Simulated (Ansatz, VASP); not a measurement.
One calculation of SiO2, two programs

```
Si O
1.0
     4.18519    0.00000    0.00000
     0.00000    4.18519    0.00000
     0.00000    0.00000    2.66884
Si O
2 4
Direct
  0.00000 0.00000 0.00000
  0.50000 0.50000 0.50000
  0.30610 0.30610 0.00000
  0.19390 0.80610 0.50000
  0.69390 0.69390 0.00000
  0.80610 0.19390 0.50000
```

Alike in both runs: functional r2SCAN; k mesh 6 × 6 × 8; occupations gaussian, width 0.02 eV; no spin polarisation.

Ansatz relaxed the structure, and its values are those at the end. VASP's run is a single point on that final structure, the one shown.

```csv
,VASP,Ansatz
version,VASP 6.6.1,Ansatz 0.2.0
potentials or method,"VASP PAW PBE potentials, release 64 (Si, O), cutoff 520 eV","scalar-relativistic, plane waves, PAW"
valence electrons in the cell,32,32
```

Ansatz gave:

```
gap on the k mesh at the Fermi level (eV) : 6.51
least direct gap on the mesh (eV)         : 6.51
pressure (GPa)                            : 0.0
rms of the force components (eV/Å)        : 0.000
```

Problem. What did VASP give for the same quantities?

Solution. gap on the k mesh at the Fermi level (eV): 6.51; least direct gap on the mesh (eV): 6.51; pressure (GPa): 0.4; rms of the force components (eV/Å): 0.010.

VASP's potentials were made for PBE, not for r2SCAN. The functional is the same, so the differences come from potentials, cutoffs and numerics.
